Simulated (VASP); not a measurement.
Here is a VASP 6.6.1 calculation.

INCAR

```
PREC = Accurate
ENCUT = 520
EDIFF = 1E-7
ISMEAR = 0
SIGMA = 0.01
LREAL = Auto
LASPH = T
NELM = 120
ALGO = Normal
ISIF = 2
LWAVE = F
LCHARG = F
GGA = PE
IBRION = 2
NSW = 65
EDIFFG = -0.025
NELECT = 210.0
GGA_COMPAT = F
NELMIN = 4
```

KPOINTS

```
regular mesh
0
Gamma
  1 1 1
```

File POSCAR:

```
Al27N26
1.0
    6.6047613005      0.0000000000      6.6047613005
    6.6047613005      6.6047613005      0.0000000000
    0.0000000000      6.6047613005      6.6047613005
Al N
27 26
Direct
    0.3336454808      0.3336454808     -0.0009364423
    0.3341413790      0.6663673507     -0.0002543648
    0.3341413790     -0.0002543648     -0.0002543648
    0.6663673507      0.3341413790     -0.0002543648
    0.6667045408      0.6667045408     -0.0001136225
    0.6663673507     -0.0002543648     -0.0002543648
   -0.0002543648      0.3341413790     -0.0002543648
   -0.0002543648      0.6663673507     -0.0002543648
    0.0000000000      0.0000000000      0.0000000000
    0.3336454808      0.3336454808      0.3336454808
    0.3337928953      0.6662071047      0.3337928953
    0.3336454808     -0.0009364423      0.3336454808
    0.6662071047      0.3337928953      0.3337928953
    0.6662071047      0.6662071047      0.3337928953
    0.6663673507     -0.0002543648      0.3341413790
   -0.0009364423      0.3336454808      0.3336454808
   -0.0002543648      0.6663673507      0.3341413790
   -0.0002543648     -0.0002543648      0.3341413790
    0.3337928953      0.3337928953      0.6662071047
    0.3337928953      0.6662071047      0.6662071047
    0.3341413790     -0.0002543648      0.6663673507
    0.6662071047      0.3337928953      0.6662071047
    0.6667045408      0.6667045408      0.6667045408
    0.6667045408     -0.0001136225      0.6667045408
   -0.0002543648      0.3341413790      0.6663673507
   -0.0001136225      0.6667045408      0.6667045408
   -0.0002543648     -0.0002543648      0.6663673507
    0.2498072626      0.5839824232      0.2498072626
    0.2498072626      0.9164030516      0.2498072626
    0.5839824232      0.2498072626      0.2498072626
    0.5833291527      0.5833291527      0.2500125419
    0.5839824232      0.9164030516      0.2498072626
    0.9164030516      0.2498072626      0.2498072626
    0.9164030516      0.5839824232      0.2498072626
    0.9165880659      0.9165880659      0.2502358024
    0.2498072626      0.2498072626      0.5839824232
    0.2500125419      0.5833291527      0.5833291527
    0.2498072626      0.9164030516      0.5839824232
    0.5833291527      0.2500125419      0.5833291527
    0.5833291527      0.5833291527      0.5833291527
    0.5836820532      0.9163179468      0.5836820532
    0.9164030516      0.2498072626      0.5839824232
    0.9163179468      0.5836820532      0.5836820532
    0.9163179468      0.9163179468      0.5836820532
    0.2498072626      0.2498072626      0.9164030516
    0.2498072626      0.5839824232      0.9164030516
    0.2502358024      0.9165880659      0.9165880659
    0.5839824232      0.2498072626      0.9164030516
    0.5836820532      0.5836820532      0.9163179468
    0.5836820532      0.9163179468      0.9163179468
    0.9165880659      0.2502358024      0.9165880659
    0.9163179468      0.5836820532      0.9163179468
    0.9165880659      0.9165880659      0.9165880659
```

Potentials or basis: VASP PAW PBE potentials, release 64 (Al, N).

Run with:

```console
$ cat potpaw_PBE.64/Al/POTCAR potpaw_PBE.64/N/POTCAR > POTCAR
$ mpirun -np 1 vasp_gam > vasp.out
```

(1) What does it give for the energy gained by relaxing?

Results:

(1) 3.5 meV/atom.

Caveat: the k points lie up to 0.82 Å⁻¹ apart, too coarse for converged energies, forces and pressures; the cell carries a net charge on a neutralising background, which shifts energy and pressure; the cell differs from its parent crystal (atoms taken out).
